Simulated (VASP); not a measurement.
## Al2Cu: single point with PBE

The system is Al2Cu.

```xyz
3
Lattice="2.8027 0.0000 -0.0462 0.0000 2.8359 0.0000 -1.3797 0.0000 5.7626" Properties=species:S:1:pos:R:3 pbc="T T T"
Al    1.4167    1.4179    1.6480
Al    0.0062    1.4179    4.0683
Cu    0.0000    0.0000    0.0000
```

```yaml
Program: VASP 6.6.1
Task: single point
Functional: PBE
Potentials_or_basis: VASP PAW PBE potentials, release 64 (Al, Cu)
Cutoff: 520 eV
k_mesh: 16 × 16 × 8
Occupations: gaussian, width 0.1 eV
Spin: no spin polarisation
Dipole_correction: no
Further_INCAR_settings: ALGO = Fast; EDIFF = 1e-06; NBANDS = 16
```

The pressure is 0.2 GPa. The largest force is 0.021 eV/Å. The band gap on the k mesh is zero (an odd number of electrons rules out a gap without spin polarisation).

Forces in eV/Å, atoms in the order of the input:
```
Al   0.000  0.000  0.021
Al   0.000  0.000 -0.021
Cu   0.000  0.000  0.000
```

Stress tensor (GPa, compression positive):
```
0.19 0.00 0.00
0.00 0.13 0.00
0.00 0.00 0.23
```

Levels at points of the mesh, in eV from the Fermi level:
```
           k point  band 4  band 5  band 6  band 7  band 8  band 9  band 10  band 11  band 12  band 13
(0.00, 0.00, 0.00)   -4.44   -3.64   -3.59   -3.53   -3.25    6.30     6.51     7.02     7.72     7.89
(0.50, 0.00, 0.00)   -4.15   -3.82   -3.72   -3.54   -2.85   -1.68     0.74     2.35     6.84     7.87
(0.00, 0.50, 0.00)   -4.21   -3.68   -3.50   -2.66   -2.31   -2.26     0.05     0.53    10.05    10.25
(0.50, 0.50, 0.00)   -3.76   -2.89   -2.08   -1.63   -0.48    0.54     1.02     1.72     2.10     2.25
(0.00, 0.00, 0.50)   -4.44   -3.64   -3.59   -3.25   -1.38    1.05     6.89     7.36     7.69     7.71
(0.50, 0.00, 0.50)   -4.16   -3.72   -3.71   -3.54   -2.80   -1.54     0.42     2.12     7.12     8.24
(0.00, 0.50, 0.50)   -4.33   -4.05   -3.68   -3.50   -3.48   -2.29     3.83     3.93     4.00     5.57
(0.50, 0.50, 0.50)   -3.77   -2.89   -2.11   -1.68   -0.52    0.56     1.26     1.82     2.22     2.31
```

It took 4.7 min on 1 thread of Intel(R) Xeon(R) Platinum 8559C (Emerald Rapids) (shared host), peak memory 0.51 GiB.
